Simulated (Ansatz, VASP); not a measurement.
**One calculation of Ir, two programs**

File INCAR:

```
SYSTEM = Ir
ALGO = Normal
DIPOL = 0.5 0.5 0.500
EDIFF = 1E-7
ENCUT = 520
GGA = PS
IDIPOL = 3
ISIF = 2
ISMEAR = -1
LASPH = .TRUE.
LCHARG = .FALSE.
LDIPOL = .TRUE.
LREAL = .FALSE.
LWAVE = .FALSE.
NBANDS = 30
NELM = 100
PREC = Accurate
SIGMA = 0.05
```

The input KPOINTS:

```
k-points
0
G
  13 13 1
  0 0 0
```

File POSCAR:

```
Ir
1.0
    2.7088887785      0.0000000000      0.0000000000
    0.0000000000      2.7088887785      0.0000000000
    0.0000000000      0.0000000000     29.4877000000
Ir
5
Direct
    0.0000000000      0.0000000000      0.3730376318
    0.5000000000      0.5000000000      0.4342467887
    0.0000000000      0.0000000000      0.4999999999
    0.5000000000      0.5000000000      0.5657532117
    0.0000000000      0.0000000000      0.6269623682
```

Input for Ansatz:

```yaml
crystal:
  lattice:
    - [2.7088887785, 0.0, 0.0]
    - [0.0, 2.7088887785, 0.0]
    - [0.0, 0.0, 29.4877]
  atoms:
    - { symbol: Ir, position: [0.0, 0.0, 0.3730376318] }
    - { symbol: Ir, position: [0.5, 0.5, 0.4342467887] }
    - { symbol: Ir, position: [0.0, 0.0, 0.4999999999] }
    - { symbol: Ir, position: [0.5, 0.5, 0.5657532117] }
    - { symbol: Ir, position: [0.0, 0.0, 0.6269623682] }
kpoints:
  mp_grid: { grid: [13, 13, 1] }
scf:
  occupations: { method: fermi_dirac, width: 0.05 }
hamiltonian:
  xc: pbesol
  pseudopotentials: { kind: all_electron, lapw: { basis_error: 0.001 } }
output:
  forces: true
  stress: true
  eigenvalues: true
efield:
  axis: 3
  amplitude: 0
  dipole_correction: true
```

Alike in both runs: task single point; functional PBEsol; k mesh 13 × 13 × 1; occupations fermi-dirac, width 0.05 eV; no spin polarisation.

```csv
,VASP,Ansatz
version,VASP 6.6.1,Ansatz 0.2.0
potentials or method,"VASP PAW PBE potentials, release 64 (Ir), cutoff 520 eV","all-electron LAPW, scalar-relativistic"
```

Ansatz gave:

| Property | Result |
| --- | --- |
| rms of the force components (eV/Å) | 0.001 |

Question: Which values does VASP return?

Answer: rms of the force components (eV/Å): 0.031.

VASP's potentials were made for PBE, not for PBEsol. Atom by atom the forces differ by 0.031 eV/Å (rms over components). Ansatz ran all-electron here, and VASP with PAW potentials.

Neither program's run includes spin-orbit coupling.
